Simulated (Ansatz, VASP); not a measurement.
# Ca4AlO in VASP and in Ansatz

```xyz
6
Lattice="0.0000 3.9668 3.9668 3.9668 0.0000 3.9668 3.9668 3.9668 0.0000" Properties=species:S:1:pos:R:3 pbc="T T T"
Ca    5.0288    5.0288    5.0288
Ca    2.9048    2.9048    5.0288
Ca    2.9048    5.0288    2.9048
Ca    5.0288    2.9048    2.9048
Al    0.0000    0.0000    0.0000
O     1.9834    1.9834    1.9834
```

Alike in both runs: task single point; functional PBE; k mesh 4 × 4 × 4; occupations gaussian, width 0.1 eV; collinear spin.

|  | VASP | Ansatz |
| --- | --- | --- |
| version | VASP 6.6.1 | Ansatz 0.2.0 |
| potentials or method | VASP PAW PBE potentials, release 64 (Ca_sv, Al, O), cutoff 520 eV | scalar-relativistic, plane waves, PAW |
| valence electrons in the cell | 49 | 49 |

|  | VASP | Ansatz | Ansatz less VASP |
| --- | --- | --- | --- |
| gap on the k mesh at the Fermi level (eV) | none | none | - |
| pressure (GPa) | 12.9 | 12.6 | -0.28 |
| rms of the force components (eV/Å) | 1.457 | 1.418 | -0.0391 |
| net moment per atom (μB) | 0.13 | 0.13 | 0.000 |
| size of the moment on the site where the two differ most (μB) | 0.05 | 0.17 | +0.121 |

Site moments also hang on the region over which each program counts them. Atom by atom the forces differ by 0.039 eV/Å (rms over components). A gap of «none» marks a metal or a gap that the smearing closes.
